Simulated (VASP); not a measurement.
# Na3TeBr (Pm-3m) in VASP: elastic constants with PBE

Aim: the elastic constants of Na3TeBr with PBE.

Everything below comes from runs of VASP 6.6.1. Logs are shortened: lines on timing, memory, paths and dates and some standing lists are left out, and cuts for length are marked.

**1. The cell of the first run**

The structure is cubic, space group Pm-3m (No. 221). Conventional cell: a = 5.821 Å, b = 5.821 Å, c = 5.821 Å, α = 90.00°, β = 90.00°, γ = 90.00°. Within 5.4 Å of Br (site symmetry m-3m) lie 12 Na at 4.12 Å and 8 Te at 5.04 Å. Te (site symmetry m-3m) has 6 Na at 2.91 Å within 3.8 Å. Na (site symmetry 4/mmm) has 2 Te at 2.91 Å within 3.8 Å.

**2. Elastic constants, PBE**

Input file INCAR:

```
SYSTEM = Na3TeBr
PREC     = Accurate       ! precision mode
ENCUT    = 600            ! plane-wave cutoff, eV
EDIFF    = 1E-8           ! SCF threshold, eV
ISMEAR   = 0              ! smearing method
SIGMA    = 0.01           ! smearing width, eV
LREAL    = .FALSE.        ! projectors in reciprocal space
LASPH    = .TRUE.         ! aspherical terms in the spheres
NELM     = 60             ! most SCF steps
ALGO     = Normal         ! electronic algorithm
ISIF     = 3              ! what is computed and relaxed
LWAVE    = .FALSE.        ! write WAVECAR
LCHARG   = .TRUE.         ! write CHGCAR
GGA      = PE             ! functional
IBRION   = 6              ! ionic algorithm
NFREE    = 2            
POTIM    = 0.015          ! step
NSW      = 1              ! ionic steps
KPAR     = 4
```

Input file KPOINTS:

```
Automatic mesh
0
G
  6 6 6
  0 0 0
```

Input file POSCAR:

```
Na3TeBr
1.0
    5.8213000000      0.0000000000      0.0000000000
    0.0000000000      5.8213000000      0.0000000000
    0.0000000000      0.0000000000      5.8213000000
Br Te Na
1 1 3
Direct
    0.0000000000      0.0000000000      0.0000000000
    0.5000000000      0.5000000000      0.5000000000
    0.5000000000      0.5000000000      0.0000000000
    0.5000000000      0.0000000000      0.5000000000
    0.0000000000      0.5000000000      0.5000000000
```

Potentials or basis: VASP PAW PBE potentials, release 64 (Br, Te, Na_pv).

Run with:

```sh
> cat potpaw_PBE.64/Br/POTCAR potpaw_PBE.64/Te/POTCAR potpaw_PBE.64/Na_pv/POTCAR > POTCAR
> mpirun -np 4 vasp_std > vasp.out
```

OUTCAR:

```text
SYSTEM = Na3TeBr
   PREC = Accurate
   ENCUT = 600
   EDIFF = 1E-8
   ISMEAR = 0
   LREAL = .FALSE.
   LASPH = .TRUE.
   NELM = 60
   ISIF = 3
   GGA = PE
   IBRION = 6
   NFREE = 2
   POTIM = 0.015
   NSW = 1

 ion  position               nearest neighbor table
   1  0.000  0.000  0.000-
   2  0.500  0.500  0.500-   3 2.91   4 2.91   5 2.91   3 2.91   4 2.91   5 2.91
   3  0.500  0.500  0.000-   2 2.91   2 2.91
   4  0.500  0.000  0.500-   2 2.91   2 2.91
   5  0.000  0.500  0.500-   2 2.91   2 2.91

  LATTYP: Found a simple cubic cell.
 ALAT       =     5.8213000000

  Lattice vectors:

 A1 = (   5.8213000000,   0.0000000000,   0.0000000000)
 A2 = (   0.0000000000,   5.8213000000,   0.0000000000)
 A3 = (   0.0000000000,   0.0000000000,   5.8213000000)

Analysis of symmetry for initial positions (statically):
=====================================================================
 Subroutine PRICEL returns:
 Original cell was already a primitive cell.

 Routine SETGRP: Setting up the symmetry group for a
 simple cubic supercell.

 Subroutine GETGRP returns: Found 48 space group operations
 (whereof 48 operations were pure point group operations)
 out of a pool of 48 trial point group operations.

The static configuration has the point symmetry O_h .

Analysis of symmetry for dynamics (positions and initial velocities):
=====================================================================
 Subroutine PRICEL returns:
 Original cell was already a primitive cell.

 Routine SETGRP: Setting up the symmetry group for a
 simple cubic supercell.

 Subroutine GETGRP returns: Found 48 space group operations
 (whereof 48 operations were pure point group operations)
 out of a pool of 48 trial point group operations.

The dynamic configuration has the point symmetry O_h .
[... 939 lines left out ...]

 [... further k-points ...]

------------------------ aborting loop because EDIFF is reached ----------------------------------------

  FORCE on cell =-STRESS in cart. coord.  units (eV):
  Direction    XX          YY          ZZ          XY          YZ          ZX
  --------------------------------------------------------------------------------------
  -------------------------------------------------------------------------------------
  Total        0.0734279      0.0734279      0.0776303      0.0000000      0.0000000      0.0000000
  in kB        0.5963646      0.5963646      0.6304955      0.0000000      0.0000000      0.0000000
  external PRESSURE =       0.6077416 kB  Pullay stress =       0.0000000 kB
[... 20 lines left out ...]
  FREE ENERGIE OF THE ION-ELECTRON SYSTEM (eV)
  ---------------------------------------------------
  free  energy   TOTEN  =       -13.5401321917 eV

  energy  without entropy=      -13.5401321917  energy(sigma->0) =      -13.54013219

 INTERNAL STRAIN TENSORS FROM STRAINED CELLS
 ============================================

 INTERNAL STRAIN TENSOR FOR ION    1 for displacements in x,y,z  (eV/Angst):
          X           Y           Z          XY          YZ          ZX
  --------------------------------------------------------------------------------
  x     0.00000     0.00000     0.00000     0.00000     0.00000    -0.00000
  y     0.00000     0.00000     0.00000     0.00000     0.00000     0.00000
  z     0.00000     0.00000     0.00000     0.00000     0.00000     0.00000

 INTERNAL STRAIN TENSORS FROM DISPLACED ATOMS
 ============================================

 INTERNAL STRAIN TENSOR FOR ION    1 for displacements in x,y,z  (eV/Angst):
          X           Y           Z          XY          YZ          ZX
  --------------------------------------------------------------------------------
  x     0.00000     0.00000     0.00000     0.00000     0.00000     0.00000
  y     0.00000     0.00000     0.00000     0.00000     0.00000     0.00000
  z     0.00000     0.00000     0.00000     0.00000     0.00000     0.00000

 INTERNAL STRAIN TENSOR FOR ION    5 for displacements in x,y,z  (eV/Angst):
          X           Y           Z          XY          YZ          ZX
  --------------------------------------------------------------------------------
  x     0.00000     0.00000     0.00000     0.00000     0.00000     0.00000
  y     0.00000     0.00000     0.00000     0.00000     0.00000     0.00000
  z     0.00000     0.00000     0.00000     0.00000     0.00000     0.00000

 Eigenvectors and eigenvalues of the dynamical matrix
 ----------------------------------------------------

   1 f  =    7.744631 THz    48.660953 2PiTHz  258.333089 cm-1    32.029207 meV
             X         Y         Z           dx          dy          dz
      0.000000  0.000000  0.000000    -0.007707    0.000223   -0.003590
      2.910650  2.910650  2.910650    -0.325889    0.009418   -0.151782
      2.910650  2.910650  0.000000    -0.030131    0.000871    0.393303
      2.910650  0.000000  2.910650    -0.030131   -0.024405   -0.014033
      0.000000  2.910650  2.910650     0.844455    0.000871   -0.014033
[... 105 lines left out ...]
  15 f/i=    2.186238 THz    13.736542 2PiTHz   72.925066 cm-1     9.041552 meV
             X         Y         Z           dx          dy          dz
      0.000000  0.000000  0.000000     0.010273   -0.008964   -0.611944
      2.910650  2.910650  2.910650     0.000232   -0.000202   -0.013801
      2.910650  2.910650  0.000000    -0.009377    0.008182    0.028949
      2.910650  0.000000  2.910650    -0.009377    0.000424    0.558569
      0.000000  2.910650  2.910650    -0.000486    0.008182    0.558569

--------------------------------------------------------------------------------------------------------

 ELASTIC MODULI CONTR FROM IONIC RELAXATION (kBar)
 Direction    XX          YY          ZZ          XY          YZ          ZX
 --------------------------------------------------------------------------------
 XX           0.0000      0.0000      0.0000      0.0000      0.0000      0.0000
 YY           0.0000      0.0000      0.0000      0.0000      0.0000      0.0000
 ZZ           0.0000      0.0000      0.0000      0.0000      0.0000      0.0000
 XY           0.0000      0.0000      0.0000      0.0000      0.0000      0.0000
 YZ           0.0000      0.0000      0.0000      0.0000      0.0000      0.0000
 ZX           0.0000      0.0000      0.0000      0.0000      0.0000      0.0000
 --------------------------------------------------------------------------------

 TOTAL ELASTIC MODULI (kBar)
 Direction    XX          YY          ZZ          XY          YZ          ZX
 --------------------------------------------------------------------------------
 XX         342.6689     23.6902     23.6902      0.0000     -0.0000     -0.0000
 YY          23.6902    342.6689     23.6902      0.0000      0.0000     -0.0000
 ZZ          23.6902     23.6902    342.6689     -0.0000      0.0000      0.0000
 XY           0.0000      0.0000     -0.0000     25.4442      0.0000      0.0000
 YZ          -0.0000      0.0000      0.0000      0.0000     25.4442      0.0000
 ZX          -0.0000     -0.0000      0.0000      0.0000      0.0000     25.4442
 --------------------------------------------------------------------------------
```

It took 11 min on 4 MPI ranks of AMD EPYC 9R45 (Zen 5), shared host; peak memory 0.83 GiB.

Results:

```yaml
Elastic_constants_C11_C12_C44: 34, 2, 3 GPa
Voigt_bulk_modulus: 13 GPa
Highest_phonon_frequency_at_Γ_LO-TO_splitting_left_out: 258 cm⁻¹
Most_unstable_mode: 73i cm⁻¹
```

Phonon frequencies in cm⁻¹ (negative: imaginary):
```
              q point                                         frequencies
(0.000, 0.000, 0.000)  -73 -73 -73 -56 -56 -56 1 1 1 58 58 58 258 258 258
```

Elastic tensor in Voigt notation (GPa, in the Cartesian axes of the cell as first typed):
```
34  2  2  0  0  0
 2 34  2  0  0  0
 2  2 34  0  0  0
 0  0  0  3  0  0
 0  0  0  0  3  0
 0  0  0  0  0  3
```

Clamped-ion elastic tensor (GPa):
```
34  2  2  0  0  0
 2 34  2  0  0  0
 2  2 34  0  0  0
 0  0  0  3  0  0
 0  0  0  0  3  0
 0  0  0  0  0  3
```

Caveat: some modes are imaginary; spin-orbit coupling is left out, which moves the levels of the heavy elements.
